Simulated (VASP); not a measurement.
Input of a VASP 6.6.1 run:

INCAR

```
SYSTEM = SiC
PREC = Accurate
ENCUT = 520
EDIFF = 1E-6
ISMEAR = 0
SIGMA = 0.01
LREAL = .False.
LASPH = .True.
NELM = 60
ALGO = Normal
ISIF = 2
LWAVE = .False.
LCHARG = .False.
GGA = PE
NBANDS = 11
```

File KPOINTS:

```
Automatic mesh
0
Gamma
  12 12 12
  0 0 0
```

The input POSCAR:

```
SiC
1.0
    0.0000000000      2.1898640989      2.1898640989
    2.1898640989      0.0000000000      2.1898640989
    2.1898640989      2.1898640989      0.0000000000
Si C
1 1
Direct
    0.0000000000      0.0000000000      0.0000000000
    0.7500000000      0.7500000000      0.7500000000
```

Potentials or basis: VASP PAW PBE potentials, release 64 (Si, C).

Launch:

```console
$ cat potpaw_PBE.64/Si/POTCAR potpaw_PBE.64/C/POTCAR > POTCAR
$ mpirun -np 1 vasp_std > vasp.out
```

(1) Predict the pressure.

(2) Predict the band gap on the k mesh.

## Answers

(1) 0.0 GPa.

(2) 1.37 eV, indirect (least direct gap 4.53 eV).
